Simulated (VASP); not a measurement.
Input of a VASP 6.6.1 run:

INCAR

```
ALGO = Normal
EDIFF = 1E-6
ENCUT = 520
GGA = PE
ISIF = 2
ISMEAR = -1
LASPH = T
LCHARG = T
LELF = T
LREAL = F
LVHAR = T
LWAVE = F
NBANDS = 12
NELM = 60
PREC = Accurate
SIGMA = 0.05
```

Contents of KPOINTS:

```
k-points
0
Gamma
  9 9 9
```

File POSCAR:

```
LiCl
1.0
    0.0000000000      2.5124130641      2.5124130641
    2.5124130641      0.0000000000      2.5124130641
    2.5124130641      2.5124130641      0.0000000000
Cl Li
1 1
Direct
    0.5000000000      0.5000000000      0.5000000000
    0.0000000000      0.0000000000      0.0000000000
```

Potentials or basis: VASP PAW PBE potentials, release 64 (Cl, Li_sv).

Launch:

```bash
$ cat potpaw_PBE.64/Cl/POTCAR potpaw_PBE.64/Li_sv/POTCAR > POTCAR
$ mpirun -np 1 vasp_std > vasp.out
```

(1) Predict the band gap on the k mesh.

## Answers

(1) 6.71 eV, direct.
